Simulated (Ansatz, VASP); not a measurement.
Ir: VASP beside Ansatz

```xyz
4
Lattice="2.6983 0.0000 0.0000 -1.3492 2.3368 0.0000 0.0000 0.0000 27.9004" Properties=species:S:1:pos:R:3 pbc="T T T"
Ir    1.3492    0.7789   14.8055
Ir    0.0000    1.5579   17.0272
Ir   -1.3492    2.3368   19.2491
Ir    1.3492    0.7789   21.4353
```

Alike in both runs: task single point; functional PBE; dispersion D3(BJ); k mesh 15 × 15 × 1; occupations methfessel-paxton of order 1, width 0.1 eV; no spin polarisation.

```csv
,VASP,Ansatz
version,VASP 6.6.1,Ansatz 0.2.0
potentials or method,"VASP PAW PBE potentials, release 64 (Ir), cutoff 400 eV","scalar-relativistic, plane waves, PAW"
valence electrons in the cell,36,68
```

|  | VASP | Ansatz | Ansatz less VASP |
| --- | --- | --- | --- |
| gap on the k mesh at the Fermi level (eV) | none | none | - |
| rms of the force components (eV/Å) | 0.124 | 0.127 | +0.0034 |

Atom by atom the forces differ by 0.016 eV/Å (rms over components). A gap of «none» marks a metal or a gap that the smearing closes. VASP's potentials hold 36 valence electrons a cell and Ansatz's 68, so a difference there can come from the potentials and not from the codes. Ansatz's warnings: xc potential rough in thin density.

Neither program's run includes spin-orbit coupling.
